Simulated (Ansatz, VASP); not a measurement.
# HfS2 in VASP and in Ansatz

File POSCAR:

```
HfS2
1.0
    3.5939929989      0.0000000000      0.0000000000
   -1.7969964994      3.1124892381      0.0000000000
    0.0000000000      0.0000000000      5.9077499414
Hf S
1 2
Direct
    0.0000000000      0.0000000000      0.0000000000
    0.3333333333      0.6666666667      0.2461223942
    0.6666666667      0.3333333333      0.7538776058
```

Contents of INCAR.step1:

```
ALGO     = Normal         # electronic algorithm
EDIFF    = 1E-5           # SCF threshold, eV
ENCUT    = 400            # plane-wave cutoff, eV
GGA      = PE             # functional
GGA_COMPAT= False        
ISIF     = 2              # what is computed and relaxed
ISMEAR   = 0              # smearing method
LASPH    = True           # aspherical terms in the spheres
LREAL    = False          # projectors in reciprocal space
LWAVE    = True           # write WAVECAR
NBANDS   = 18             # bands
NELM     = 120            # most SCF steps
PREC     = Accurate       # precision mode
SIGMA    = 0.01           # smearing width, eV
```

Contents of INCAR.step2:

```
ALGO     = Normal         # electronic algorithm
EDIFF    = 1E-6           # SCF threshold, eV
ENCUT    = 400            # plane-wave cutoff, eV
GGA      = PE             # functional
GGA_COMPAT= False        
HFSCREEN = 0.2079         # screening, 1/A
ISIF     = 2              # what is computed and relaxed
ISMEAR   = 0              # smearing method
ISTART   = 1            
LASPH    = True           # aspherical terms in the spheres
LCHARG   = True           # write CHGCAR
LELF     = True           # ELF
LHFCALC  = True           # exact exchange
LREAL    = False          # projectors in reciprocal space
LVHAR    = True         
LWAVE    = False          # write WAVECAR
NBANDS   = 18             # bands
NELM     = 120            # most SCF steps
PREC     = Accurate       # precision mode
PRECFOCK = Normal       
SIGMA    = 0.01           # smearing width, eV
```

Contents of KPOINTS:

```
k-points
0
Gamma
  6 6 4
```

Input for Ansatz:

```yaml
crystal:
  lattice:
    - [3.5939929989, 0.0, 0.0]
    - [-1.7969964994, 3.1124892381, 0.0]
    - [0.0, 0.0, 5.9077499414]
  atoms:
    - { symbol: Hf, position: [0.0, 0.0, 0.0] }
    - { symbol: S, position: [0.3333333333, 0.6666666667, 0.2461223942] }
    - { symbol: S, position: [0.6666666667, 0.3333333333, 0.7538776058] }
kpoints:
  mp_grid: { grid: [6, 6, 4] }
  band_path:
    path:
      - [0.0, 0.0, 0.0]
      - [0.5, 0.0, 0.0]
      - [0.3333333333, 0.3333333333, 0.0]
      - [0.0, 0.0, 0.5]
      - [0.5, 0.0, 0.5]
      - [0.3333333333, 0.3333333333, 0.5]
      - [0.0, 0.25, 0.25]
      - [-0.104167, 0.052083, 0.0]
      - [0.0, 0.5, 0.5]
    npoints: 1
hamiltonian:
  xc: hse06
scf:
  occupations: { method: fixed }
  n_extra_bands: 4
output:
  forces: true
  stress: true
  eigenvalues: true
```

Change from the starting cell: epitaxial_xy strain -1.0%.

Alike in both runs: task single point; functional HSE06; k mesh 6 × 6 × 4; no spin polarisation.

```csv
,VASP,Ansatz
version,VASP 6.6.1,Ansatz 0.2.0
potentials or method,"VASP PAW PBE potentials, release 64 (Hf_pv, S)","plane waves, PAW"
plane-wave cutoff (eV),400,420
occupations,"gaussian, width 0.01 eV",fixed
valence electrons in the cell,22,38
```

Ansatz gave:

```
gap on the k mesh at the Fermi level (eV)                     : 1.82
pressure (GPa)                                                : 2.5
traceless stress, the component that is largest in VASP (GPa) : -1.05
rms of the force components (eV/Å)                            : 0.026
```

Question: Which values does VASP return?

Answer: gap on the k mesh at the Fermi level (eV): 1.80; pressure (GPa): 1.2; traceless stress, the component that is largest in VASP (GPa): -0.80; rms of the force components (eV/Å): 0.095.

Atom by atom the forces differ by 0.068 eV/Å (rms over components). VASP's potentials hold 22 valence electrons a cell and Ansatz's 38, so a difference there can come from the potentials and not from the codes. Ansatz's warnings: stress exchange threshold loose, stress scf threshold loose.

Spin-orbit coupling is off throughout.
